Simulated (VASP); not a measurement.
# SnO2 (R-3m) in VASP: a series of runs

SnO2 is run at these levels: PBEsol; tasks: single point.

Program: VASP 6.6.1. These are calculated values, not measurements. Logs are shortened: lines on timing, memory, paths and dates and some standing lists are left out, and cuts for length are marked.

### 1 The cell of the first run

The structure is trigonal, space group R-3m (No. 166). The conventional cell has a = 3.234 Å, b = 3.234 Å, c = 14.402 Å, α = 90.00°, β = 90.00°, γ = 120.00°. Within 2.8 Å of Sn (site symmetry -3m) lie 6 O at 2.13 Å. Within 2.8 Å of O (site symmetry 3m) lie 3 Sn at 2.13 Å and 3 O at 2.76 Å.

### 2 Single point, PBEsol

The input, INCAR:

```
SYSTEM = SnO2
ALGO = Normal
EDIFF = 1E-6
ENCUT = 600
GGA = PS
GGA_COMPAT = .False.
ISIF = 2
ISMEAR = -1
LASPH = .True.
LCHARG = .False.
LREAL = .False.
LWAVE = .False.
NBANDS = 20
NELM = 120
PREC = Accurate
SIGMA = 0.1
```

The input, KPOINTS:

```
k-points
0
Gamma
  4 4 4
  0 0 0
```

The input, POSCAR:

```
SnO2
1.0
    1.6170950000      0.9336302336      4.8005933333
   -1.6170950000      0.9336302336      4.8005933333
    0.0000000000     -1.8672604671      4.8005933333
Sn O
1 2
Direct
    0.5000000000      0.5000000000      0.5000000000
    0.2371733333      0.2371733333      0.2371733333
    0.7628266667      0.7628266667      0.7628266667
```

Potentials or basis: VASP PAW PBE potentials, release 64 (Sn_d, O).

Run with:

```bash
cat potpaw_PBE.64/Sn_d/POTCAR potpaw_PBE.64/O/POTCAR > POTCAR
mpirun -np 1 vasp_std > vasp.out
```

OUTCAR:

```text
SYSTEM = SnO2
   EDIFF = 1E-6
   ENCUT = 600
   GGA = PS
   ISIF = 2
   ISMEAR = -1
   LASPH = .True.
   LREAL = .False.
   NELM = 120
   PREC = Accurate

 ion  position               nearest neighbor table
   1  0.500  0.500  0.500-   2 2.13   2 2.13   3 2.13   3 2.13   2 2.13   3 2.13
   2  0.237  0.237  0.237-   1 2.13   1 2.13   1 2.13
   3  0.763  0.763  0.763-   1 2.13   1 2.13   1 2.13

  LATTYP: Found a trigonal (rhomboedric) cell.
 ALAT       =     5.1509569988
 COS(alpha) =     0.8028824849

  Lattice vectors:

 A1 = (   1.6170950000,   0.9336302336,   4.8005933333)
 A2 = (  -1.6170950000,   0.9336302336,   4.8005933333)
 A3 = (   0.0000000000,  -1.8672604671,   4.8005933333)

Analysis of symmetry for initial positions (statically):
=====================================================================
 Subroutine PRICEL returns:
 Original cell was already a primitive cell.

 Routine SETGRP: Setting up the symmetry group for a
 trigonal (rhombohedral) supercell.

 Subroutine GETGRP returns: Found 12 space group operations
 (whereof 12 operations were pure point group operations)
 out of a pool of 12 trial point group operations.

The static configuration has the point symmetry D_3d.

Analysis of symmetry for dynamics (positions and initial velocities):
=====================================================================
 Subroutine PRICEL returns:
 Original cell was already a primitive cell.

 Routine SETGRP: Setting up the symmetry group for a
 trigonal (rhombohedral) supercell.

 Subroutine GETGRP returns: Found 12 space group operations
 (whereof 12 operations were pure point group operations)
 out of a pool of 12 trial point group operations.

The dynamic configuration has the point symmetry D_3d.

 Subroutine INISYM returns: Found 12 space group operations
 (whereof 12 operations are pure point group operations),
 and found     1 'primitive' translations

----------------------------------------------------------------------------------------

                                     Primitive cell

  volume of cell :      43.4867

  direct lattice vectors                    reciprocal lattice vectors
     1.617095000  0.933630234  4.800593333     0.309196429  0.178514642  0.069435861
    -1.617095000  0.933630234  4.800593333    -0.309196429  0.178514642  0.069435861
     0.000000000 -1.867260467  4.800593333     0.000000000 -0.357029283  0.069435861

  length of vectors
     5.150956999  5.150956999  5.150956999     0.363718639  0.363718639  0.363718639

[... 69 lines left out ...]
   NELM   =    120;   NELMIN=  2; NELMDL= -5     # of ELM steps
   EDIFF  = 0.1E-05   stopping-criterion for ELM
   LREAL  =      F    real-space projection
   EDIFFG = 0.1E-04   stopping-criterion for IOM
   NSW    =      0    number of steps for IOM
   IBRION =     -1    ionic relax: 0-MD 1-quasi-New 2-CG
   NFREE  =      0    steps in history (QN), initial steepest desc. (CG)
   ISIF   =      2    stress and relaxation
   ISYM   =      2    0-nonsym 1-usesym 2-fastsym
   POTIM  = 0.5000    time-step for ionic-motion
   TEBEG  =    0.0;   TEEND  =   0.0 temperature during run
   PSTRESS=    0.0 pullay stress
   NELECT =      26.0000    total number of electrons
   NUPDOWN=      -1.0000    fix difference up-down
   EMIN   =  10.00;   EMAX   =-10.00  energy-range for DOS
   EFERMI =   0.00;   METHOD = LEGACY
   ISMEAR =    -1;   SIGMA  =   0.10  broadening in eV -4-tet -1-fermi 0-gaus
   EFERMI_NEDOS =   21; number of points for ismear=-14 and -15
   IALGO  =     38    algorithm
   IMIX   =      4    mixing-type and parameters
     AMIX     =   0.40;   BMIX     =  1.00
     AMIX_MAG =   1.60;   BMIX_MAG =  1.00
  volume/ion in A,a.u.               =      14.50        97.82
  Fermi-wavevector in a.u.,A,eV,Ry     =   1.379157  2.606229 25.879293  1.902074
  Thomas-Fermi vector in A             =   2.504152
   LORBIT       =      0    0 simple, 1 ext, 2 COOP (PROOUT), +10 PAW based schemes
   GGA     = PS    functional components
   LHFCALC =     F    Hartree Fock is set to
   AEXX    =    0.0000 exact exchange contribution
   IVDW    =     0    specifies the selected vdW correction
   LEPSILON=     F    determine dielectric tensor
   LRPA    =     F    only Hartree local field effects (RPA)
 non-spin polarized calculation
  energy-cutoff  :      600.00
  volume of cell :       43.49
 maximum number of plane-waves:      1466
 NGX is ok and might be reduce to    42
   NGX = 21   NGY = 21   NGZ = 21

 number of electron      26.0000002 magnetization

 Free energy of the ion-electron system (eV)
  ---------------------------------------------------
  ext. energy  EPLUGINS =         0.00000000
  ---------------------------------------------------
  free energy    TOTEN  =       -19.28822848 eV

  energy without entropy =      -19.28820186  energy(sigma->0) =      -19.28821517

 E-fermi :   4.2494     XC(G=0): -10.2167

 val. band max:        3.1663244798   @ k =   0.5000   0.5000  -0.0000
 cond. band min:       5.0323898941   @ k =   0.0000   0.0000   0.0000
 fundamental gap:      1.8660654143
 Fermi energy:         4.2494316309

 k-point     1 :       0.0000    0.0000    0.0000
  band No.  band energies     occupation
      1     -16.7297      2.00000
      2     -16.5108      2.00000
      3     -16.5108      2.00000
      4     -16.3278      2.00000
      5     -16.3278      2.00000
      6     -14.6918      2.00000
[... 288 lines left out ...]
     19      19.3943      0.00000
     20      20.3665      0.00000

------------------------ aborting loop because EDIFF is reached ----------------------------------------

  FORCE on cell =-STRESS in cart. coord.  units (eV):
  Direction    XX          YY          ZZ          XY          YZ          ZX
  --------------------------------------------------------------------------------------
  -------------------------------------------------------------------------------------
  Total       -1.3916397     -1.3916397     -1.0211843     -0.0000000     -0.0000000      0.0000000
  in kB      -51.2720632    -51.2720632    -37.6234058     -0.0000000     -0.0000000      0.0000000
  external PRESSURE =     -46.7225107 kB  Pullay stress =       0.0000000 kB

 VOLUME and BASIS-vectors are now :
 -----------------------------------------------------------------------------
  energy-cutoff  :      600.00
  volume of cell :       43.49
      direct lattice vectors                 reciprocal lattice vectors
     1.617095000  0.933630234  4.800593333     0.309196429  0.178514642  0.069435861
    -1.617095000  0.933630234  4.800593333    -0.309196429  0.178514642  0.069435861
     0.000000000 -1.867260467  4.800593333     0.000000000 -0.357029283  0.069435861

 POSITION                                       TOTAL-FORCE (eV/Angst)
 -----------------------------------------------------------------------------------
      0.00000      0.00000      7.20089         0.000000      0.000000      0.000000
      0.00000      0.00000      3.41572         0.000000     -0.000000     -0.356305
      0.00000      0.00000     10.98606         0.000000      0.000000      0.356305
 -----------------------------------------------------------------------------------
    total drift:                                0.000000      0.000000     -0.000000

  FREE ENERGIE OF THE ION-ELECTRON SYSTEM (eV)
  ---------------------------------------------------
  free  energy   TOTEN  =       -19.2882284758 eV

  energy  without entropy=      -19.2882018591  energy(sigma->0) =      -19.28821517
```

Wall time 44 s (1 thread of Intel Xeon Platinum 8375C at 2.90GHz (Ice Lake), shared host); peak memory 0.24 GiB.

What came out:

- Free energy: -19.2882 eV
- Pressure: -4.7 GPa
- Largest force: 0.356 eV/Å
- Band gap on the k mesh: 1.87 eV (least direct gap 1.97 eV)

Forces in eV/Å, atoms in the order of the input:
```
Sn   0.000  0.000  0.000
O    0.000  0.000 -0.356
O    0.000  0.000  0.356
```

Caveat: the k points lie up to 0.57 Å⁻¹ apart; the PAW data sets were made with another functional, which shifts forces and pressure a little; spin-orbit coupling is left out, which moves the levels of the heavy elements. A k mesh can miss the band edges.

### 3 Single point, PBEsol

The input, INCAR:

```
ALGO     = Normal         # electronic algorithm
EDIFF    = 1E-6           # SCF threshold, eV
ENCUT    = 600            # plane-wave cutoff, eV
GGA      = PS             # functional
GGA_COMPAT= False        
ISIF     = 2              # what is computed and relaxed
ISMEAR   = -1             # smearing method
LASPH    = True           # aspherical terms in the spheres
LCHARG   = True           # write CHGCAR
LELF     = True           # ELF
LREAL    = False          # projectors in reciprocal space
LVHAR    = True         
LWAVE    = False          # write WAVECAR
NBANDS   = 20             # bands
NELM     = 120            # most SCF steps
PREC     = Accurate       # precision mode
SIGMA    = 0.1            # smearing width, eV
```

The input, KPOINTS:

```
k-points
0
Gamma
  6 6 6
```

POSCAR is that of step 2.

Potentials or basis: VASP PAW PBE potentials, release 64 (Sn_d, O).

Run with:

```bash
cat potpaw_PBE.64/Sn_d/POTCAR potpaw_PBE.64/O/POTCAR > POTCAR
mpirun -np 1 vasp_std > vasp.out
```

OUTCAR:

```text
EDIFF = 1E-6
   ENCUT = 600
   GGA = PS
   ISIF = 2
   ISMEAR = -1
   LASPH = True
   LREAL = False
   NELM = 120
   PREC = Accurate

 ion  position               nearest neighbor table
   1  0.500  0.500  0.500-   2 2.13   2 2.13   3 2.13   3 2.13   2 2.13   3 2.13
   2  0.237  0.237  0.237-   1 2.13   1 2.13   1 2.13
   3  0.763  0.763  0.763-   1 2.13   1 2.13   1 2.13

  LATTYP: Found a trigonal (rhomboedric) cell.
 ALAT       =     5.1509569988
 COS(alpha) =     0.8028824849

[... 744 lines left out ...]

  FORCE on cell =-STRESS in cart. coord.  units (eV):
  Direction    XX          YY          ZZ          XY          YZ          ZX
  --------------------------------------------------------------------------------------
  -------------------------------------------------------------------------------------
  Total       -1.4204694     -1.4204694     -1.0018778      0.0000000     -0.0000000      0.0000000
  in kB      -52.3342330    -52.3342330    -36.9120984      0.0000000     -0.0000000      0.0000000
  external PRESSURE =     -47.1935215 kB  Pullay stress =       0.0000000 kB

 VOLUME and BASIS-vectors are now :
 -----------------------------------------------------------------------------
  energy-cutoff  :      600.00
  volume of cell :       43.49
      direct lattice vectors                 reciprocal lattice vectors
     1.617095000  0.933630234  4.800593333     0.309196429  0.178514642  0.069435861
    -1.617095000  0.933630234  4.800593333    -0.309196429  0.178514642  0.069435861
     0.000000000 -1.867260467  4.800593333     0.000000000 -0.357029283  0.069435861

 POSITION                                       TOTAL-FORCE (eV/Angst)
 -----------------------------------------------------------------------------------
      0.00000      0.00000      7.20089         0.000000      0.000000      0.000000
      0.00000      0.00000      3.41572         0.000000     -0.000000     -0.348876
      0.00000      0.00000     10.98606         0.000000      0.000000      0.348876
 -----------------------------------------------------------------------------------
    total drift:                                0.000000      0.000000     -0.000000

  FREE ENERGIE OF THE ION-ELECTRON SYSTEM (eV)
  ---------------------------------------------------
  free  energy   TOTEN  =       -19.3002793567 eV

  energy  without entropy=      -19.3002645476  energy(sigma->0) =      -19.30027195
```

stdout:

```text
POSCAR found type information on POSCAR SnO
 POSCAR found :  2 types and       3 ions
 scaLAPACK will be used
 -----------------------------------------------------------------------------
|                                                                             |
|                                                                             |
|     You enforced a specific xc type in the INCAR file but a different       |
|     I HOPE YOU KNOW WHAT YOU ARE DOING!                                     |
|                                                                             |
 -----------------------------------------------------------------------------

 LDA part: xc-table for (Slater+PW92), standard interpolation
 POSCAR, INCAR and KPOINTS ok, starting setup
 FFT: planning ... GRIDC
 FFT: planning ... GRID_SOFT
 FFT: planning ... GRID
 WAVECAR not read
 entering main loop
```

It took 93 s on 1 thread of Intel Xeon Platinum 8375C at 2.90GHz (Ice Lake), shared host; peak memory 0.25 GiB.

What came out:

| Property | Result |
| --- | --- |
| Free energy | -19.3003 eV |
| Pressure | -4.7 GPa |
| Largest force | 0.349 eV/Å |
| Band gap on the k mesh | 1.85 eV (least direct gap 1.97 eV) |

Forces in eV/Å, atoms in the order of the input:
```
Sn   0.000  0.000  0.000
O    0.000  0.000 -0.349
O    0.000  0.000  0.349
```

Caveat: the cell stands under tension; the PAW data sets were made with another functional, which shifts forces and pressure a little; spin-orbit coupling is left out, which moves the levels of the heavy elements. A k mesh can miss the band edges.
